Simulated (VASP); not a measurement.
# Os (C2/m) in VASP: a series of runs

Runs on Os. Level: LDA. Tasks: single point.

Everything below comes from runs of VASP 6.6.1. Logs are shortened: lines on timing, memory, paths and dates and some standing lists are left out, and cuts for length are marked.

### 1 The cell of the first run

The structure is monoclinic, space group C2/m (No. 12). The conventional cell has a = 4.730 Å, b = 2.731 Å, c = 4.424 Å, α = 90.00°, β = 90.00°, γ = 90.00°. Os (site symmetry m) has 12 Os at 2.55 to 2.85 Å within 3.4 Å.

### 2 Single point, LDA (shortest bond scaled by 0.94)

Contents of INCAR:

```
PREC = Accurate
ENCUT = 520
EDIFF = 1E-6
ISMEAR = -1
SIGMA = 0.05
LREAL = False
LASPH = True
NELM = 80
ALGO = Normal
ISIF = 2
LWAVE = False
LCHARG = False
GGA = CA
NBANDS = 15
```

Contents of KPOINTS:

```
Automatic mesh
0
Gamma
  13 13 7
```

Contents of POSCAR:

```
Os
1.0
    2.7305981567      0.0000000000      0.0000000000
   -1.3652990784      2.3647673712      0.0000000000
    0.0000000000      0.0000000000      4.4235690139
Os
2
Direct
    0.3133333333      0.6566666667      0.2350000000
    0.6866666667      0.3433333333      0.7650000000
```

Potentials or basis: VASP PAW LDA potentials, release 64 (Os).

Started as:

```sh
$ cat potpaw_LDA.64/Os/POTCAR > POTCAR
$ mpirun -np 1 vasp_std > vasp.out
```

OUTCAR:

```text
PREC = Accurate
   ENCUT = 520
   EDIFF = 1E-6
   ISMEAR = -1
   LREAL = False
   LASPH = True
   NELM = 80
   ISIF = 2
   GGA = CA

 ion  position               nearest neighbor table
   1  0.313  0.657  0.235-   2 2.55   2 2.64   2 2.64   2 2.77   2 2.85   2 2.85
   2  0.687  0.343  0.765-   1 2.55   1 2.64   1 2.64   1 2.77   1 2.85   1 2.85

  LATTYP: Found a hexagonal cell.
 ALAT       =     2.7305981567
 C/A-ratio  =     1.6200000000

  Lattice vectors:

 A1 = (   2.7305981567,   0.0000000000,   0.0000000000)
 A2 = (  -1.3652990784,   2.3647673712,   0.0000000000)
 A3 = (   0.0000000000,   0.0000000000,   4.4235690139)

Analysis of symmetry for initial positions (statically):
=====================================================================
 Subroutine PRICEL returns:
 Original cell was already a primitive cell.

 Routine SETGRP: Setting up the symmetry group for a
 hexagonal supercell.

 Subroutine GETGRP returns: Found  4 space group operations
 (whereof  4 operations were pure point group operations)
 out of a pool of 24 trial point group operations.

The static configuration has the point symmetry C_2h.

Analysis of symmetry for dynamics (positions and initial velocities):
=====================================================================
 Subroutine PRICEL returns:
 Original cell was already a primitive cell.

 Routine SETGRP: Setting up the symmetry group for a
 hexagonal supercell.

 Subroutine GETGRP returns: Found  4 space group operations
 (whereof  4 operations were pure point group operations)
 out of a pool of 24 trial point group operations.

The dynamic configuration has the point symmetry C_2h.

 Subroutine INISYM returns: Found  4 space group operations
 (whereof  4 operations are pure point group operations),
 and found     1 'primitive' translations

----------------------------------------------------------------------------------------

                                     Primitive cell

  volume of cell :      28.5640

  direct lattice vectors                    reciprocal lattice vectors
     2.730598157  0.000000000  0.000000000     0.366220126  0.211437288  0.000000000
    -1.365299078  2.364767371  0.000000000     0.000000000  0.422874576  0.000000000
     0.000000000  0.000000000  4.423569014     0.000000000  0.000000000  0.226061806

  length of vectors
     2.730598157  2.730598157  4.423569014     0.422874576  0.422874576  0.226061806

  position of ions in fractional coordinates (direct lattice)
     0.313333333  0.656666667  0.235000000
     0.686666667  0.343333333  0.765000000

  ion indices of the primitive-cell ions
   primitive index   ion index
                 1           1
                 2           2

----------------------------------------------------------------------------------------

 KPOINTS: Automatic mesh

Automatic generation of k-mesh.
 Grid dimensions read from file:
 generate k-points for:   13   13    7

 Generating k-lattice:

  Cartesian coordinates                     Fractional coordinates (reciprocal lattice)
     0.028170779  0.016264407  0.000000000     0.076923077  0.000000000  0.000000000
     0.000000000  0.032528814  0.000000000     0.000000000  0.076923077  0.000000000
     0.000000000  0.000000000  0.032294544     0.000000000  0.000000000  0.142857143

  Length of vectors
     0.032528814  0.032528814  0.032294544

  Shift w.r.t. Gamma in fractional coordinates (k-lattice)
     0.000000000  0.000000000  0.000000000

 Subroutine IBZKPT returns following result:
 ===========================================

 Found    322 irreducible k-points:

 Following reciprocal coordinates:
            Coordinates               Weight
  0.000000  0.000000  0.000000      1.000000
  0.076923 -0.000000  0.000000      2.000000
  0.000000  0.076923  0.000000      4.000000
  0.153846 -0.000000  0.000000      2.000000
  0.000000  0.153846  0.000000      4.000000
  0.230769 -0.000000  0.000000      2.000000
[... 16 lines left out ...]
 -0.076923  0.384615  0.000000      4.000000
 -0.384615  0.307692  0.000000      4.000000
 [... further k-points ...]
   k-points           NKPTS =    322   k-points in BZ     NKDIM =    322   number of bands    NBANDS=     15
   number of dos      NEDOS =    301   number of ions     NIONS =      2
   total plane-waves  NPLWV =  14400
   dimension x,y,z NGX =    20 NGY =   20 NGZ =   36
   dimension x,y,z NGXF=    40 NGYF=   40 NGZF=   72
   ions per type =               2
   NGX,Y,Z   is equivalent  to a cutoff of  12.18, 12.18, 13.53 a.u.
   NGXF,Y,Z  is equivalent  to a cutoff of  24.35, 24.35, 27.06 a.u.
 SYSTEM =  unknown system
   PREC   = accura    normal or accurate (medium, high low for compatibility)
   ISTART =      0    job   : 0-new  1-cont  2-samecut
   ICHARG =      2    charge: 1-file 2-atom 10-const
   ISPIN  =      1    spin polarized calculation?
   LNONCOLLINEAR =      F non collinear calculations
   LSORBIT =      F    spin-orbit coupling
   LASPH  =      T    aspherical Exc in radial PAW
   ENCUT  =  520.0 eV  38.22 Ry    6.18 a.u.   5.08  5.08  8.22*2*pi/ulx,y,z
   NELM   =     80;   NELMIN=  2; NELMDL= -5     # of ELM steps
   EDIFF  = 0.1E-05   stopping-criterion for ELM
   LREAL  =      F    real-space projection
   EDIFFG = 0.1E-04   stopping-criterion for IOM
   NSW    =      0    number of steps for IOM
   IBRION =     -1    ionic relax: 0-MD 1-quasi-New 2-CG
   NFREE  =      0    steps in history (QN), initial steepest desc. (CG)
   ISIF   =      2    stress and relaxation
   ISYM   =      2    0-nonsym 1-usesym 2-fastsym
   POTIM  = 0.5000    time-step for ionic-motion
   TEBEG  =    0.0;   TEEND  =   0.0 temperature during run
   PSTRESS=    0.0 pullay stress
   NELECT =      16.0000    total number of electrons
   NUPDOWN=      -1.0000    fix difference up-down
   EMIN   =  10.00;   EMAX   =-10.00  energy-range for DOS
   EFERMI =   0.00;   METHOD = LEGACY
   ISMEAR =    -1;   SIGMA  =   0.05  broadening in eV -4-tet -1-fermi 0-gaus
   EFERMI_NEDOS =   21; number of points for ismear=-14 and -15
   IALGO  =     38    algorithm
   IMIX   =      4    mixing-type and parameters
     AMIX     =   0.40;   BMIX     =  1.00
     AMIX_MAG =   1.60;   BMIX_MAG =  1.00
  volume/ion in A,a.u.               =      14.28        96.38
  Fermi-wavevector in a.u.,A,eV,Ry     =   1.349507  2.550199 24.778511  1.821169
  Thomas-Fermi vector in A             =   2.477088
   LORBIT       =      0    0 simple, 1 ext, 2 COOP (PROOUT), +10 PAW based schemes
   GGA     = CA    functional components
   LHFCALC =     F    Hartree Fock is set to
   AEXX    =    0.0000 exact exchange contribution
   IVDW    =     0    specifies the selected vdW correction
   LEPSILON=     F    determine dielectric tensor
   LRPA    =     F    only Hartree local field effects (RPA)
 non-spin polarized calculation
  energy-cutoff  :      520.00
  volume of cell :       28.56
 maximum number of plane-waves:       785
   NGX = 11   NGY = 11   NGZ = 17

 number of electron      16.0000000 magnetization

 Free energy of the ion-electron system (eV)
  ---------------------------------------------------
  ext. energy  EPLUGINS =         0.00000000
  ---------------------------------------------------
  free energy    TOTEN  =       -25.08922940 eV

  energy without entropy =      -25.07753867  energy(sigma->0) =      -25.08338403

 E-fermi :   9.1293     XC(G=0): -14.0510

 val. band max:        9.1276913977   @ k =  -0.2308   0.1538   0.2857
 cond. band min:       9.1295761831   @ k =  -0.3077  -0.2308   0.2857
 fundamental gap:      0.0018847854
 Fermi energy:         9.1293006330

 k-point     1 :       0.0000    0.0000    0.0000
  band No.  band energies     occupation
      1      -1.6070      2.00000
      2       1.4182      2.00000
      3       5.9738      2.00000
      4       6.0147      2.00000
      5       6.1256      2.00000
      6       6.6149      2.00000
      7       6.8066      2.00000
      8       7.6813      2.00000
      9       8.2151      2.00000
     10       9.0689      1.53970
     11      10.4107      0.00000
     12      11.1233      0.00000
     13      17.2871      0.00000
     14      23.2731      0.00000
     15      25.8181      0.00000

 k-point     2 :       0.0769   -0.0000    0.0000
  band No.  band energies     occupation
      1      -1.3662      2.00000
      2       1.6436      2.00000
      3       5.5156      2.00000
      4       6.2754      2.00000
      5       6.3311      2.00000
      6       6.7595      2.00000
      7       6.7765      2.00000
      8       7.4610      2.00000
      9       8.0466      2.00000
     10       8.2313      2.00000
     11      10.5658      0.00000
     12      12.2511      0.00000
     13      17.2906      0.00000
     14      23.7318      0.00000
     15      26.1367      0.00000

 k-point     3 :       0.0000    0.0769    0.0000
  band No.  band energies     occupation
      1      -1.3683      2.00000
      2       1.6309      2.00000
      3       5.5769      2.00000
      4       6.2438      2.00000
      5       6.4274      2.00000
      6       6.4947      2.00000
      7       6.8887      2.00000
      8       7.5112      2.00000
      9       7.8642      2.00000
     10       8.3108      2.00000
     11      10.9589      0.00000
     12      11.9420      0.00000
     13      17.2959      0.00000
     14      23.7730      0.00000
     15      26.0733      0.00000

 k-point     4 :       0.1538   -0.0000    0.0000
  band No.  band energies     occupation
      1      -0.6824      2.00000
      2       2.2345      2.00000
      3       4.9487      2.00000
      4       5.9511      2.00000
      5       6.4891      2.00000
      6       6.8813      2.00000
      7       7.0900      2.00000
      8       7.2502      2.00000
      9       7.4840      2.00000
     10       7.9031      2.00000
     11      10.8821      0.00000
     12      14.1326      0.00000
     13      17.2363      0.00000
     14      24.6320      0.00000
     15      26.7419      0.00000
[... 307 lines left out ...]
 k-point    22 :       0.3077    0.0769    0.0000
  band No.  band energies     occupation
      1       1.9272      2.00000
      2       2.7106      2.00000
      3       3.6449      2.00000
      4       5.0663      2.00000
      5       5.8405      2.00000
      6       6.3609      2.00000
      7       6.5927      2.00000
      8       9.3384      0.03005
      9       9.9001      0.00000
     10      10.9160      0.00000
     11      11.3610      0.00000
     12      17.0208      0.00000
     13      19.2905      0.00000
     14      19.4735      0.00000
     15      22.5298      0.00000

 k-point    23 :      -0.0769    0.3846    0.0000
  band No.  band energies     occupation
      1       1.7869      2.00000
      2       2.6116      2.00000
      3       3.3470      2.00000
      4       5.1981      2.00000
      5       5.9390      2.00000
      6       6.4423      2.00000
      7       6.9170      2.00000
      8       9.3058      0.05696
      9      10.0286      0.00000
     10      10.8304      0.00000
     11      11.5277      0.00000
     12      17.0748      0.00000
     13      18.6717      0.00000
     14      19.5202      0.00000
     15      22.4975      0.00000

 k-point    24 :      -0.3846    0.3077    0.0000
  band No.  band energies     occupation
      1       1.7877      2.00000
      2       2.6048      2.00000
      3       3.3915      2.00000
      4       5.2513      2.00000
      5       5.8183      2.00000
      6       6.5009      2.00000
      7       7.1022      2.00000
      8       9.2185      0.28783
      9       9.8767      0.00000
     10      10.9021      0.00000
     11      11.3642      0.00000
     12      17.0203      0.00000
     13      18.7758      0.00000
     14      19.5430      0.00000
     15      22.5419      0.00000

 [... further k-points ...]
[... 5 lines left out ...]
  --------------------------------------------------------------------------------------
  -------------------------------------------------------------------------------------
  Total       -1.5113505     -1.6259253     -3.3878334      0.0992248      0.2736184      0.4739209
  in kB      -84.7728419    -91.1994373   -190.0262550      5.5655949     15.3474713     26.5826000
  external PRESSURE =    -121.9995114 kB  Pullay stress =       0.0000000 kB

 VOLUME and BASIS-vectors are now :
 -----------------------------------------------------------------------------
  energy-cutoff  :      520.00
  volume of cell :       28.56
      direct lattice vectors                 reciprocal lattice vectors
     2.730598157  0.000000000  0.000000000     0.366220126  0.211437288  0.000000000
    -1.365299078  2.364767371  0.000000000     0.000000000  0.422874576  0.000000000
     0.000000000  0.000000000  4.423569014     0.000000000  0.000000000  0.226061806

 POSITION                                       TOTAL-FORCE (eV/Angst)
 -----------------------------------------------------------------------------------
     -0.04096      1.55286      1.03954         0.697602      0.402761      1.568984
      1.40626      0.81190      3.38403        -0.697602     -0.402761     -1.568984
 -----------------------------------------------------------------------------------
    total drift:                                0.000000     -0.000000     -0.000000

  FREE ENERGIE OF THE ION-ELECTRON SYSTEM (eV)
  ---------------------------------------------------
  free  energy   TOTEN  =       -25.0892293968 eV

  energy  without entropy=      -25.0775386665  energy(sigma->0) =      -25.08338403
```

It took 44 s on 1 thread of Intel Xeon 6975P-C (Granite Rapids), shared host; peak memory 0.22 GiB.

What came out:

* Free energy: -25.0892 eV
* Pressure: -12.2 GPa
* Largest force: 1.764 eV/Å
* Band gap on the k mesh: zero (bands 8 and 9 overlap by 3.75 eV)

Forces on the atoms (eV/Å):
```
Os   0.698  0.403  1.569
Os  -0.698 -0.403 -1.569
```

Caveat: the cell differs from its parent crystal (shortest bond scaled by 0.94); the cell stands under tension; spin-orbit coupling is left out, which moves the levels of the heavy elements; forces of over 1 eV/Å act on the atoms, so gaps and moduli don't describe the material at rest.

### 3 Single point, LDA (shortest bond scaled by 0.94)

Contents of INCAR:

```
ALGO = Normal
EDIFF = 1E-6
ENCUT = 520
ISIF = 2
ISMEAR = -1
LASPH = True
LCHARG = False
LREAL = False
LWAVE = False
NBANDS = 15
NELM = 100
PREC = Accurate
SIGMA = 0.05
```

Contents of KPOINTS:

```
k-points
0
Gamma
  13 13 7
```

POSCAR is that of step 2.

Potentials or basis: VASP PAW LDA potentials, release 64 (Os).

Started as:

```sh
$ cat potpaw_LDA.64/Os/POTCAR > POTCAR
$ mpirun -np 1 vasp_std > vasp.out
```

Run time: 45 s. Hardware: 1 thread of Intel Xeon 6975P-C (Granite Rapids), shared host; peak memory 0.22 GiB.

It converged, with:

```
Free energy            : -25.0892 eV
Pressure               : -12.2 GPa
Largest force          : 1.764 eV/Å
Band gap on the k mesh : zero (bands 8 and 9 overlap by 3.75 eV)
```

Forces in eV/Å, atoms in the order of the input:
```
Os   0.698  0.403  1.569
Os  -0.698 -0.403 -1.569
```

Stress tensor (GPa, compression positive):
```
 -8.48   0.56   2.66
  0.56  -9.12   1.53
  2.66   1.53 -19.00
```

Levels at points of the mesh, in eV from the Fermi level:
```csv
k point,band 4,band 5,band 6,band 7,band 8,band 9,band 10,band 11,band 12,band 13
"(0.00, 0.00, 0.00)",-3.11,-3.00,-2.51,-2.32,-1.45,-0.91,-0.06,1.28,1.99,8.16
```

Caveat: the cell differs from its parent crystal (shortest bond scaled by 0.94); the cell stands under tension; spin-orbit coupling is left out, which moves the levels of the heavy elements; forces of over 1 eV/Å act on the atoms, so gaps and moduli don't describe the material at rest.
